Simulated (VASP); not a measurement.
Input of a VASP 6.6.1 run:

File INCAR:

```
SYSTEM = C
ALGO     = Normal         ! electronic algorithm
DIPOL    = 0.5 0.5 0.352
EDIFF    = 1E-6           ! SCF threshold, eV
EDIFFG   = -0.003         ! ionic threshold
ENCUT    = 520            ! plane-wave cutoff, eV
GGA      = PE             ! functional
IBRION   = 2              ! ionic algorithm
IDIPOL   = 3            
ISIF     = 2              ! what is computed and relaxed
ISMEAR   = 0              ! smearing method
IVDW     = 12             ! dispersion correction
LASPH    = .TRUE.         ! aspherical terms in the spheres
LCHARG   = .FALSE.        ! write CHGCAR
LDIPOL   = .TRUE.       
LREAL    = .FALSE.        ! projectors in reciprocal space
LWAVE    = .FALSE.        ! write WAVECAR
NELM     = 100            ! most SCF steps
NSW      = 40             ! ionic steps
PREC     = Accurate       ! precision mode
SIGMA    = 0.1            ! smearing width, eV
```

File KPOINTS:

```
k-points
0
G
  15 15 1
  0 0 0
```

POSCAR

```
C
1.0
    2.4657189596      0.0000000000      0.0000000000
   -1.2328594798      2.1353752576      0.0000000000
    0.0000000000      0.0000000000     17.5000000000
C
4
Selective dynamics
Direct
    0.3333333333      0.6666666667      0.2571428571  F F F
    0.6666666667      0.3333333333      0.2571428571  F F T
    0.3333333333      0.6666666667      0.4464571429  F F T
    0.6666666667      0.3333333333      0.4464571429  F F T
```

Potentials or basis: VASP PAW PBE potentials, release 64 (C).

Command:

```bash
$ cat potpaw_PBE.64/C/POTCAR > POTCAR
$ mpirun -np 1 vasp_std > vasp.out
```

Task: What does it give for the energy gained by relaxing?

Result: 3.4 meV/atom.

Task: Predict the dispersion energy per atom.

Result: -0.115 eV.

Task: Estimate the band gap on the k mesh.

Result: 0.47 eV, direct.

Final structure:
```
C
1.0
     2.46572    0.00000    0.00000
    -1.23286    2.13538    0.00000
     0.00000    0.00000   17.50000
C
4
Direct
  0.33333 0.66667 0.25714
  0.66667 0.33333 0.25713
  0.33333 0.66667 0.46072
  0.66667 0.33333 0.46072
```
